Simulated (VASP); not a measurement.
# ZrSi7 in VASP: further runs

ZrSi7 is run at these levels: PBE; tasks: single point.

All numbers are computed with VASP 6.6.1; they aren't measurements. Logs are shortened: lines on timing, memory, paths and dates and some standing lists are left out, and cuts for length are marked.

## Step 1: The cell of the first run

The cell holds an amorphous packing of atoms, 16 atoms: a = 6.389 Å, b = 6.560 Å, c = 6.442 Å, α = 89.98°, β = 87.19°, γ = 86.27°.

## Step 2: Single point, PBE

Contents of INCAR:

```
SYSTEM = ZrSi7
PREC     = Accurate       ! precision mode
ENCUT    = 520            ! plane-wave cutoff, eV
EDIFF    = 1E-6           ! SCF threshold, eV
ISMEAR   = -1             ! smearing method
SIGMA    = 0.05           ! smearing width, eV
LREAL    = Auto         
LASPH    = .True.         ! aspherical terms in the spheres
NELM     = 80             ! most SCF steps
ALGO     = Normal         ! electronic algorithm
ISIF     = 2              ! what is computed and relaxed
LWAVE    = .False.        ! write WAVECAR
LCHARG   = .False.        ! write CHGCAR
GGA      = PE             ! functional
ISYM     = 0            
NBANDS   = 54             ! bands
```

Contents of KPOINTS:

```
Automatic mesh
0
Gamma
  1 1 1
  0.25 0.25 0.25
```

Contents of POSCAR:

```
ZrSi7
1.0
    6.3834610000      0.2107420000      0.1575520000
    0.2107420000      6.5561630000     -0.0013120000
    0.1575520000     -0.0013120000      6.4400080000
Si Zr
14 2
Direct
    0.6735257775      0.3752507372      0.7516526370
   -0.0356523519      0.2794880036      0.9584298323
    0.9343449500      0.6840759066      0.4229202187
    0.9234680303      0.8930572376      0.7327115830
    0.2631898797      0.7156721679      0.6124611755
    0.3249102938      0.3344239292      0.5297529906
    0.3394352149      0.2519147501      0.9210516222
    0.7220570652      0.3982600444      0.3807299591
    0.5842830027      0.7242836730      0.8016670639
    0.8841760131      0.6307767498      1.0230257291
    0.0845613793      0.0868315637      0.4317982382
    0.5120585567      0.6973989829      0.3091862833
    0.2026882534      0.4928925944      0.2058829330
    0.5963678981      0.9786363152      0.5213136406
    0.6866943451      0.0325958064      0.1072860000
    0.2101484096      0.8905251017      0.0585507140
```

Potentials or basis: VASP PAW PBE potentials, release 64 (Si, Zr_sv).

Started as:

```bash
$ cat potpaw_PBE.64/Si/POTCAR potpaw_PBE.64/Zr_sv/POTCAR > POTCAR
$ mpirun -np 1 vasp_std > vasp.out
```

OUTCAR:

```text
SYSTEM = ZrSi7
   PREC = Accurate
   ENCUT = 520
   EDIFF = 1E-6
   ISMEAR = -1
   LREAL = Auto
   LASPH = .True.
   NELM = 80
   ISIF = 2
   GGA = PE
   ISYM = 0

 ion  position               nearest neighbor table
   1  0.674  0.375  0.752-   9 2.34   2 2.39   8 2.40   7 2.53   6 2.73  10 2.86  14 3.07  15 3.21

   2  0.964  0.279  0.958-  10 2.36   1 2.39   7 2.39  15 2.63  13 2.71   4 2.96  16 2.99   8 3.14

   3  0.934  0.684  0.423-   8 2.41   4 2.42  13 2.44   5 2.50  10 2.64  12 2.83  14 2.85  11 2.87
                            16 3.22  15 3.42
   4  0.923  0.893  0.733-   3 2.42   5 2.48   9 2.52  11 2.53  10 2.56  14 2.58  16 2.85  15 2.90
                             2 2.96
   5  0.263  0.716  0.612-   9 2.44  12 2.46   4 2.48   3 2.50   6 2.56  14 2.86  11 2.89  13 3.05
                            16 3.09
   6  0.325  0.334  0.530-  11 2.41  13 2.47   5 2.56   7 2.58   8 2.73   1 2.73  14 2.81  12 3.05

   7  0.339  0.252  0.921-   2 2.39  13 2.51   1 2.53   6 2.58  16 2.70  15 2.88
   8  0.722  0.398  0.381-  12 2.36   1 2.40   3 2.41   6 2.73  10 2.95  15 3.00  11 3.02  14 3.04
                             2 3.14
   9  0.584  0.724  0.802-   1 2.34   5 2.44  14 2.46  10 2.49   4 2.52  15 2.95  16 2.99
  10  0.884  0.631  0.023-   2 2.36   9 2.49  13 2.52   4 2.56   3 2.64  16 2.79   1 2.86  15 2.89
                            12 2.95   8 2.95
  11  0.085  0.087  0.432-   6 2.41   4 2.53  16 2.79   3 2.87   5 2.89   8 3.02  15 3.41
  12  0.512  0.697  0.309-   8 2.36  14 2.40   5 2.46  13 2.57  16 2.81  15 2.82   3 2.83  10 2.95
                             6 3.05
  13  0.203  0.493  0.206-   3 2.44   6 2.47   7 2.51  10 2.52  12 2.57   2 2.71  16 2.78   5 3.05

  14  0.596  0.979  0.521-  12 2.40   9 2.46   4 2.58  15 2.73   6 2.81   3 2.85   5 2.86   8 3.04
                             1 3.07
  15  0.687  0.033  0.107-   2 2.63  14 2.73  12 2.82   7 2.88  10 2.89   4 2.90   9 2.95   8 3.00
                             1 3.21  16 3.27  11 3.41  16 3.41   3 3.42
  16  0.210  0.891  0.059-   7 2.70  13 2.78  11 2.79  10 2.79  12 2.81   4 2.85   9 2.99   2 2.99
                             5 3.09   3 3.22  15 3.27  15 3.41

IMPORTANT INFORMATION: All symmetrisations will be switched off!
NOSYMM: (Re-)initialisation of all symmetry stuff for point group C_1.

----------------------------------------------------------------------------------------

                                     Primitive cell

  volume of cell :     269.0720

  direct lattice vectors                    reciprocal lattice vectors
     6.383461000  0.210742000  0.157552000     0.156916149 -0.005044698 -0.003839913
     0.210742000  6.556163000 -0.001312000    -0.005044698  0.152690428  0.000154523
     0.157552000 -0.001312000  6.440008000    -0.003839913  0.000154523  0.155373284

  length of vectors
     6.388881683  6.559549313  6.441935066     0.157044171  0.152773818  0.155420803

  position of ions in fractional coordinates (direct lattice)
     0.673525777  0.375250737  0.751652637
     0.964347648  0.279488004  0.958429832
     0.934344950  0.684075907  0.422920219
     0.923468030  0.893057238  0.732711583
     0.263189880  0.715672168  0.612461176
     0.324910294  0.334423929  0.529752991
[... 8 lines left out ...]
     0.686694345  0.032595806  0.107286000
     0.210148410  0.890525102  0.058550714

  ion indices of the primitive-cell ions
   primitive index   ion index
                 1           1
                 2           2
                 3           3
                 4           4
                 5           5
                 6           6
[... 8 lines left out ...]
                15          15
                16          16

----------------------------------------------------------------------------------------

 KPOINTS: Automatic mesh

Automatic generation of k-mesh.
 Grid dimensions read from file:
 generate k-points for:    1    1    1

 Generating k-lattice:

  Cartesian coordinates                     Fractional coordinates (reciprocal lattice)
     0.156916149 -0.005044698 -0.003839913     1.000000000 -0.000000000  0.000000000
    -0.005044698  0.152690428  0.000154523    -0.000000000  1.000000000  0.000000000
    -0.003839913  0.000154523  0.155373284    -0.000000000  0.000000000  1.000000000

  Length of vectors
     0.157044171  0.152773818  0.155420803

  Shift w.r.t. Gamma in fractional coordinates (k-lattice)
     0.250000000  0.250000000  0.250000000

 Subroutine IBZKPT returns following result:
 ===========================================

 Found      1 irreducible k-points:

 Following reciprocal coordinates:
            Coordinates               Weight
  0.250000  0.250000  0.250000      2.000000
   k-points           NKPTS =      1   k-points in BZ     NKDIM =      1   number of bands    NBANDS=     54
   number of dos      NEDOS =    301   number of ions     NIONS =     16
   total plane-waves  NPLWV = 115200
   dimension x,y,z NGX =    48 NGY =   50 NGZ =   48
   dimension x,y,z NGXF=    96 NGYF=  100 NGZF=   96
   ions per type =              14   2
   NGX,Y,Z   is equivalent  to a cutoff of  12.49, 12.67, 12.39 a.u.
   NGXF,Y,Z  is equivalent  to a cutoff of  24.98, 25.34, 24.77 a.u.
 SYSTEM =  ZrSi7
   PREC   = accura    normal or accurate (medium, high low for compatibility)
   ISTART =      0    job   : 0-new  1-cont  2-samecut
   ICHARG =      2    charge: 1-file 2-atom 10-const
   ISPIN  =      1    spin polarized calculation?
   LNONCOLLINEAR =      F non collinear calculations
   LSORBIT =      F    spin-orbit coupling
   LASPH  =      T    aspherical Exc in radial PAW
   ENCUT  =  520.0 eV  38.22 Ry    6.18 a.u.  11.88 12.20 11.98*2*pi/ulx,y,z
   NELM   =     80;   NELMIN=  2; NELMDL= -5     # of ELM steps
   EDIFF  = 0.1E-05   stopping-criterion for ELM
   LREAL  =      T    real-space projection
   EDIFFG = 0.1E-04   stopping-criterion for IOM
   NSW    =      0    number of steps for IOM
   IBRION =     -1    ionic relax: 0-MD 1-quasi-New 2-CG
   NFREE  =      0    steps in history (QN), initial steepest desc. (CG)
   ISIF   =      2    stress and relaxation
   ISYM   =      0    0-nonsym 1-usesym 2-fastsym
   POTIM  = 0.5000    time-step for ionic-motion
   TEBEG  =    0.0;   TEEND  =   0.0 temperature during run
   PSTRESS=    0.0 pullay stress
   NELECT =      80.0000    total number of electrons
   NUPDOWN=      -1.0000    fix difference up-down
   EMIN   =  10.00;   EMAX   =-10.00  energy-range for DOS
   EFERMI =   0.00;   METHOD = LEGACY
   ISMEAR =    -1;   SIGMA  =   0.05  broadening in eV -4-tet -1-fermi 0-gaus
   EFERMI_NEDOS =   21; number of points for ismear=-14 and -15
   IALGO  =     38    algorithm
   IMIX   =      4    mixing-type and parameters
     AMIX     =   0.40;   BMIX     =  1.00
     AMIX_MAG =   1.60;   BMIX_MAG =  1.00
  volume/ion in A,a.u.               =      16.82       113.49
  Fermi-wavevector in a.u.,A,eV,Ry     =   1.092652  2.064814 16.243848  1.193889
  Thomas-Fermi vector in A             =   2.228922
   LORBIT       =      0    0 simple, 1 ext, 2 COOP (PROOUT), +10 PAW based schemes
   GGA     = PE    functional components
   LHFCALC =     F    Hartree Fock is set to
   AEXX    =    0.0000 exact exchange contribution
   IVDW    =     0    specifies the selected vdW correction
   LEPSILON=     F    determine dielectric tensor
   LRPA    =     F    only Hartree local field effects (RPA)
 non-spin polarized calculation
  energy-cutoff  :      520.00
  volume of cell :      269.07
 maximum number of plane-waves:      7248
 NGX is ok and might be reduce to    48
   NGX = 23   NGY = 25   NGZ = 23

 number of electron      80.0000001 magnetization

 Free energy of the ion-electron system (eV)
  ---------------------------------------------------
  ext. energy  EPLUGINS =         0.00000000
  ---------------------------------------------------
  free energy    TOTEN  =       -91.50064043 eV

  energy without entropy =      -91.49971541  energy(sigma->0) =      -91.50017792

 E-fermi :   8.5292     XC(G=0): -10.7135

 val. band max:        8.1525631742   @ k =   0.2500   0.2500   0.2500
 cond. band min:       8.9075543748   @ k =   0.2500   0.2500   0.2500
 fundamental gap:      0.7549912006
 Fermi energy:         8.5292206805

 k-point     1 :       0.2500    0.2500    0.2500
  band No.  band energies     occupation
      1     -40.4753      2.00000
      2     -40.4484      2.00000
      3     -18.6581      2.00000
      4     -18.6022      2.00000
      5     -18.5867      2.00000
      6     -18.5455      2.00000
[... 44 lines left out ...]
     51      11.3081      0.00000
     52      11.4822      0.00000
 [bands above 52 left out]

------------------------ aborting loop because EDIFF is reached ----------------------------------------

  FORCE on cell =-STRESS in cart. coord.  units (eV):
  Direction    XX          YY          ZZ          XY          YZ          ZX
  --------------------------------------------------------------------------------------
  -------------------------------------------------------------------------------------
  Total        6.3273595     -0.6210372     -0.6134614      9.0483130      7.7458000      4.2570031
  in kB       37.6759837     -3.6979388     -3.6528289     53.8777815     46.1220254     25.3481377
  external PRESSURE =      10.1084054 kB  Pullay stress =       0.0000000 kB

 VOLUME and BASIS-vectors are now :
 -----------------------------------------------------------------------------
  energy-cutoff  :      520.00
  volume of cell :      269.07
      direct lattice vectors                 reciprocal lattice vectors
     6.383461000  0.210742000  0.157552000     0.156916149 -0.005044698 -0.003839913
     0.210742000  6.556163000 -0.001312000    -0.005044698  0.152690428  0.000154523
     0.157552000 -0.001312000  6.440008000    -0.003839913  0.000154523  0.155373284

 POSITION                                       TOTAL-FORCE (eV/Angst)
 -----------------------------------------------------------------------------------
      4.49693      2.60116      4.94627        -0.260545     -0.395060      0.023144
      6.36578      2.03434      6.32386         0.887959      0.091657     -0.147290
      6.17515      4.68126      2.86992         0.031096      0.395087     -0.352277
      6.19857      6.04868      4.86299         0.439274      0.928019     -0.298649
      1.92738      4.74672      3.98478        -0.263456     -0.359030      0.190559
      2.22799      2.26032      3.46236         0.315409      0.323279      0.142417
[... 8 lines left out ...]
      4.40726      0.35828      0.79907        -0.072843     -0.456716      0.308712
      1.53837      5.88264      0.40901        -0.821105      0.183948     -0.220859
 -----------------------------------------------------------------------------------
    total drift:                                0.002376      0.007253     -0.001310

  FREE ENERGIE OF THE ION-ELECTRON SYSTEM (eV)
  ---------------------------------------------------
  free  energy   TOTEN  =       -91.5006404302 eV

  energy  without entropy=      -91.4997154104  energy(sigma->0) =      -91.50017792
```

Run time: 24 s. Hardware: 1 thread of Intel Xeon Platinum 8488C (Sapphire Rapids), shared host; peak memory 0.31 GiB.

What came out:

```
Free energy            : -91.5006 eV
Pressure               : 1.0 GPa
Largest force          : 1.069 eV/Å
Band gap on the k mesh : 0.76 eV
```

Forces on the atoms (eV/Å):
```
Si  -0.261 -0.395  0.023
Si   0.888  0.092 -0.147
Si   0.031  0.395 -0.352
Si   0.439  0.928 -0.299
Si  -0.263 -0.359  0.191
Si   0.315  0.323  0.142
Si  -0.189  0.183 -0.211
Si  -0.165 -1.013 -0.077
Si  -0.307 -0.038  0.522
Si   0.152  0.147  0.141
Si  -0.450 -0.046  0.454
Si  -0.090  0.349 -0.301
Si   0.187 -0.486 -0.154
Si   0.606  0.193 -0.020
Zr  -0.073 -0.457  0.309
Zr  -0.821  0.184 -0.221
```

Caveat: the k points lie up to 0.99 Å⁻¹ apart.

## Step 3: Single point, PBE

Contents of INCAR:

```
SYSTEM = ZrSi7
PREC = Accurate ; ENCUT = 520
EDIFF = 1E-6 ; ISMEAR = -1
SIGMA = 0.05 ; LREAL = Auto
LASPH = .True. ; NELM = 80
ALGO = Normal ; ISIF = 2
LWAVE = .False. ; LCHARG = .False.
GGA = PE ; ISYM = 0
NBANDS = 54
```

KPOINTS is that of step 2.

Contents of POSCAR:

```
ZrSi7
1.0
    6.3834610000      0.2107420000      0.1575520000
    0.2107420000      6.5561630000     -0.0013120000
    0.1575520000     -0.0013120000      6.4400080000
Si Zr
14 2
Direct
    0.7025262503      0.3581428319      0.7313797541
   -0.0208049056      0.2638907947      0.9539607838
    0.9365114106      0.7163912349      0.4085331353
    0.9840311470      0.9862597117      0.7013126222
    0.2092186863      0.6452321811      0.6802716273
    0.3633271682      0.3214938481      0.5361019548
    0.3418427843      0.2459531541      0.9120433820
    0.7054128690      0.4255374517      0.3490964758
    0.5636553067      0.7182444432      0.8060136441
    0.8717539797      0.6293019590      1.0048753140
    0.0620290537      0.1737921020      0.3624051731
    0.4333318087      0.7040434251      0.3648368778
    0.1910687710      0.4781023638      0.2105508259
    0.6343438507      0.9762917561      0.5486130999
    0.6946396295      0.0345365860      0.1061218323
    0.1932084583      0.8807608009      0.0506946853
```

Potentials or basis: VASP PAW PBE potentials, release 64 (Si, Zr_sv).

Started as:

```bash
$ cat potpaw_PBE.64/Si/POTCAR potpaw_PBE.64/Zr_sv/POTCAR > POTCAR
$ mpirun -np 1 vasp_std > vasp.out
```

It took 24 s on 1 thread of Intel Xeon Platinum 8488C (Sapphire Rapids), shared host; peak memory 0.31 GiB.

It converged, with:

* Free energy: -91.7146 eV
* Pressure: 0.1 GPa
* Largest force: 1.528 eV/Å
* Band gap on the k mesh: 0.54 eV

Forces in eV/Å, atoms in the order of the input:
```
Si  -0.240  0.202  0.031
Si  -0.016  1.169 -0.056
Si  -0.346 -0.033  0.042
Si  -0.427 -0.041 -0.755
Si  -0.656  0.086 -0.179
Si  -0.190 -0.021 -0.851
Si   0.459 -0.192  0.299
Si   0.412  0.086 -0.105
Si   0.857 -0.347  0.095
Si   0.164 -0.360  0.059
Si   0.045 -0.300  0.606
Si   0.466  0.355  0.165
Si  -0.230  0.127 -0.241
Si   0.693 -0.337 -0.028
Zr  -1.420 -0.482  0.290
Zr   0.430  0.088  0.628
```

Stress tensor (GPa, compression positive):
```
 4.16  5.97  3.31
 5.97 -1.77  6.32
 3.31  6.32 -2.17
```

Levels at points of the mesh, in eV from the valence-band top:
```
           k point  band 38  band 39  band 40  band 41  band 42  band 43
(0.25, 0.25, 0.25)    -0.49    -0.26     0.00     0.54     0.80     1.27
```

Caveat: the k points lie up to 0.99 Å⁻¹ apart.
